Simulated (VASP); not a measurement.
# N2 in VASP: single point with LDA

Aim: the single point of N2 with LDA.

Program: VASP 6.6.1. These are calculated values, not measurements. Logs are shortened: lines on timing, memory, paths and dates and some standing lists are left out, and cuts for length are marked.

## 1. The cell of the first run

The cell holds a molecule in a box, 2 atoms: a = 9.000 Å, b = 9.500 Å, c = 10.000 Å, α = 90.00°, β = 90.00°, γ = 90.00°.

## 2. Single point, LDA

INCAR reads:

```
SYSTEM = N
PREC = Accurate
ENCUT = 1000
EDIFF = 1E-6
ISMEAR = 0
SIGMA = 0.02
LREAL = .FALSE.
LASPH = .TRUE.
NELM = 120
ALGO = Normal
ISIF = 2
LWAVE = .FALSE.
LCHARG = .FALSE.
GGA = CA
NBANDS = 12
GGA_COMPAT = .FALSE.
NELMDL = -8
```

KPOINTS reads:

```
Automatic mesh
0
G
  1 1 1
  0 0 0
```

POSCAR reads:

```
N
1.0
    9.0000000000      0.0000000000      0.0000000000
    0.0000000000      9.5000000000      0.0000000000
    0.0000000000      0.0000000000     10.0000000000
N
2
Direct
    0.5000000000      0.5000000000      0.4453356179
    0.5000000000      0.5000000000      0.5546643821
```

Potentials or basis: VASP PAW LDA potentials, release 64 (N_h).

Run with:

```bash
$ cat potpaw_LDA.64/N_h/POTCAR > POTCAR
$ mpirun -np 1 vasp_gam > vasp.out
```

OUTCAR:

```text
SYSTEM = N
   PREC = Accurate
   ENCUT = 1000
   EDIFF = 1E-6
   ISMEAR = 0
   LREAL = .FALSE.
   LASPH = .TRUE.
   NELM = 120
   ISIF = 2
   GGA = CA
   NELMDL = -8

 ion  position               nearest neighbor table
   1  0.500  0.500  0.445-   2 1.09
   2  0.500  0.500  0.555-   1 1.09

  LATTYP: Found a simple orthorhombic cell.
 ALAT       =     9.0000000000
 B/A-ratio  =     1.0555555556
 C/A-ratio  =     1.1111111111

  Lattice vectors:

 A1 = (   9.0000000000,   0.0000000000,   0.0000000000)
 A2 = (   0.0000000000,   9.5000000000,   0.0000000000)
 A3 = (   0.0000000000,   0.0000000000,  10.0000000000)

Analysis of symmetry for initial positions (statically):
=====================================================================
 Subroutine PRICEL returns:
 Original cell was already a primitive cell.

 Routine SETGRP: Setting up the symmetry group for a
 simple orthorhombic supercell.

 Subroutine GETGRP returns: Found  8 space group operations
 (whereof  8 operations were pure point group operations)
 out of a pool of  8 trial point group operations.

The static configuration has the point symmetry D_2h.

Analysis of symmetry for dynamics (positions and initial velocities):
=====================================================================
 Subroutine PRICEL returns:
 Original cell was already a primitive cell.

 Routine SETGRP: Setting up the symmetry group for a
 simple orthorhombic supercell.

 Subroutine GETGRP returns: Found  8 space group operations
 (whereof  8 operations were pure point group operations)
 out of a pool of  8 trial point group operations.

The dynamic configuration has the point symmetry D_2h.

 Subroutine INISYM returns: Found  8 space group operations
 (whereof  8 operations are pure point group operations),
 and found     1 'primitive' translations

----------------------------------------------------------------------------------------

                                     Primitive cell

  volume of cell :     855.0000

  direct lattice vectors                    reciprocal lattice vectors
     9.000000000  0.000000000  0.000000000     0.111111111  0.000000000  0.000000000
     0.000000000  9.500000000  0.000000000     0.000000000  0.105263158  0.000000000
     0.000000000  0.000000000 10.000000000     0.000000000  0.000000000  0.100000000

  length of vectors
[... 56 lines left out ...]
   ENCUT  = 1000.0 eV  73.50 Ry    8.57 a.u.  23.21 24.50 25.78*2*pi/ulx,y,z
   NELM   =    120;   NELMIN=  2; NELMDL= -8     # of ELM steps
   EDIFF  = 0.1E-05   stopping-criterion for ELM
   LREAL  =      F    real-space projection
   EDIFFG = 0.1E-04   stopping-criterion for IOM
   NSW    =      0    number of steps for IOM
   IBRION =     -1    ionic relax: 0-MD 1-quasi-New 2-CG
   NFREE  =      0    steps in history (QN), initial steepest desc. (CG)
   ISIF   =      2    stress and relaxation
   ISYM   =      2    0-nonsym 1-usesym 2-fastsym
   POTIM  = 0.5000    time-step for ionic-motion
   TEBEG  =    0.0;   TEEND  =   0.0 temperature during run
   PSTRESS=    0.0 pullay stress
   NELECT =      10.0000    total number of electrons
   NUPDOWN=      -1.0000    fix difference up-down
   EMIN   =  10.00;   EMAX   =-10.00  energy-range for DOS
   EFERMI =   0.00;   METHOD = LEGACY
   ISMEAR =     0;   SIGMA  =   0.02  broadening in eV -4-tet -1-fermi 0-gaus
   EFERMI_NEDOS =   21; number of points for ismear=-14 and -15
   IALGO  =     38    algorithm
   IMIX   =      4    mixing-type and parameters
     AMIX     =   0.40;   BMIX     =  1.00
     AMIX_MAG =   1.60;   BMIX_MAG =  1.00
  volume/ion in A,a.u.               =     427.50      2884.91
  Fermi-wavevector in a.u.,A,eV,Ry     =   0.371609  0.702239  1.878872  0.138093
  Thomas-Fermi vector in A             =   1.299861
   LORBIT       =      0    0 simple, 1 ext, 2 COOP (PROOUT), +10 PAW based schemes
   GGA     = CA    functional components
   LHFCALC =     F    Hartree Fock is set to
   AEXX    =    0.0000 exact exchange contribution
   IVDW    =     0    specifies the selected vdW correction
   LEPSILON=     F    determine dielectric tensor
   LRPA    =     F    only Hartree local field effects (RPA)
 non-spin polarized calculation
 Gauss-broadening in eV      SIGMA  =   0.02
  energy-cutoff  :     1000.00
  volume of cell :      855.00
 maximum number of plane-waves:     30729
 NGX is ok and might be reduce to    96
   NGX = 47   NGY = 49   NGZ = 51

 number of electron      10.0000000 magnetization

 Free energy of the ion-electron system (eV)
  ---------------------------------------------------
  ext. energy  EPLUGINS =         0.00000000
  ---------------------------------------------------
  free energy    TOTEN  =       -17.63040247 eV

  energy without entropy =      -17.63040247  energy(sigma->0) =      -17.63040247

 E-fermi : -10.0847     XC(G=0):  -0.6623

 val. band max:      -10.2032935320   @ k =   0.0000   0.0000   0.0000
 cond. band min:      -1.9501673993   @ k =   0.0000   0.0000   0.0000
 fundamental gap:      8.2531261326
 Fermi energy:       -10.0846573310

 k-point     1 :       0.0000    0.0000    0.0000
  band No.  band energies     occupation
      1     -28.1358      2.00000
      2     -13.2032      2.00000
      3     -11.7250      2.00000
      4     -11.7250      2.00000
      5     -10.2033      2.00000
      6      -1.9502      0.00000
      7      -1.9498      0.00000
      8      -0.1284      0.00000
      9       1.2734      0.00000
     10       1.3376      0.00000
     11       1.3412      0.00000
     12       1.5902      0.00000

------------------------ aborting loop because EDIFF is reached ----------------------------------------

  FORCE on cell =-STRESS in cart. coord.  units (eV):
  Direction    XX          YY          ZZ          XY          YZ          ZX
  --------------------------------------------------------------------------------------
  -------------------------------------------------------------------------------------
  Total       -0.0116424     -0.0116964      0.3207106     -0.0000000      0.0000000      0.0000000
  in kB       -0.0218166     -0.0219178      0.6009769     -0.0000000      0.0000000      0.0000000
  external PRESSURE =       0.1857475 kB  Pullay stress =       0.0000000 kB

 VOLUME and BASIS-vectors are now :
 -----------------------------------------------------------------------------
  energy-cutoff  :     1000.00
  volume of cell :      855.00
      direct lattice vectors                 reciprocal lattice vectors
     9.000000000  0.000000000  0.000000000     0.111111111  0.000000000  0.000000000
     0.000000000  9.500000000  0.000000000     0.000000000  0.105263158  0.000000000
     0.000000000  0.000000000 10.000000000     0.000000000  0.000000000  0.100000000

 POSITION                                       TOTAL-FORCE (eV/Angst)
 -----------------------------------------------------------------------------------
      4.50000      4.75000      4.45336         0.000000     -0.000000     -0.304107
      4.50000      4.75000      5.54664         0.000000      0.000000      0.304107
 -----------------------------------------------------------------------------------
    total drift:                                0.000000      0.000000     -0.000000

  FREE ENERGIE OF THE ION-ELECTRON SYSTEM (eV)
  ---------------------------------------------------
  free  energy   TOTEN  =       -17.6304024678 eV

  energy  without entropy=      -17.6304024678  energy(sigma->0) =      -17.63040247
```

OSZICAR:

```text
N       E                     dE             d eps       ncg     rms          rms(c)
DAV:   1     0.997585286026E+02    0.99759E+02   -0.32369E+03    32   0.764E+02
DAV:   2     0.180153768992E+02   -0.81743E+02   -0.80623E+02    44   0.998E+01
DAV:   3    -0.154341202622E+02   -0.33449E+02   -0.33354E+02    36   0.914E+01
[... 13 lines left out ...]
DAV:  17    -0.176303569232E+02   -0.17430E-03   -0.13219E-05    24   0.180E-02    0.196E-03
DAV:  18    -0.176303920464E+02   -0.35123E-04   -0.15195E-06    28   0.682E-03    0.702E-04
DAV:  19    -0.176304002663E+02   -0.82199E-05   -0.23929E-07    32   0.241E-03    0.484E-04
DAV:  20    -0.176304020845E+02   -0.18182E-05   -0.17812E-07    28   0.192E-03    0.142E-04
DAV:  21    -0.176304024678E+02   -0.38333E-06   -0.18659E-08    24   0.794E-04
   1 F= -.17630402E+02 E0= -.17630402E+02  d E =-.590485E-17
```

Wall time 52 s (1 thread of Intel Xeon 6975P-C (Granite Rapids), shared host); peak memory 0.96 GiB.

What came out:

- Free energy: -17.6304 eV
- Largest force: 0.304 eV/Å
- Gap between the frontier levels: 8.25 eV

Forces on the atoms (eV/Å):
```
N    0.000  0.000 -0.304
N    0.000  0.000  0.304
```

Levels at points of the mesh, in eV from the valence-band top:
| k point | band 1 | band 2 | band 3 | band 4 | band 5 | band 6 | band 7 | band 8 | band 9 | band 10 |
| --- | --- | --- | --- | --- | --- | --- | --- | --- | --- | --- |
| (0.00, 0.00, 0.00) | -17.93 | -3.00 | -1.52 | -1.52 | 0.00 | 8.25 | 8.25 | 10.07 | 11.48 | 11.54 |
